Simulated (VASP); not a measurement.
Runs of VASP 6.6.1 on PbI2. It takes space group P-3m1 (No. 164, trigonal). The conventional cell has a = 4.555 Å, b = 4.555 Å, c = 6.977 Å, α = 90.00°, β = 90.00°, γ = 120.00°. Pb (site symmetry -3m) has 6 I at 3.21 Å within 4.2 Å. I (site symmetry 3m) has 3 Pb at 3.21 Å and 3 I at 4.20 Å within 4.3 Å. 

```tsv
k mesh	gap on the mesh (eV)	pressure (GPa)	largest force (eV/Å)
4 × 4 × 3	2.79	1.3	0.13
2 × 2 × 1	(a)	1.9	0.17
6 × 6 × 4	2.61	1.3	0.13
3 × 3 × 2	2.61	1.3	0.08
```

Alike in all rows: task single point; level r2SCAN; potentials or basis VASP PAW PBE potentials, release 64 (Pb_d, I); no spin polarisation; cell as given; cutoff (eV) 550; smearing gaussian 0.01 eV.

**Question.** Fill in the values left out.

**Answer.** (a) 3.18.

Caveats: some runs use coarse meshes; the PAW data sets were made with another functional, which shifts forces and pressure a little; spin-orbit coupling is left out, which moves the levels of the heavy elements; an odd mesh through Γ misses points on the zone boundary, where band edges can lie (at least some runs).

A k mesh can miss the band edges, and the runs leave out spin-orbit coupling on I, Pb.
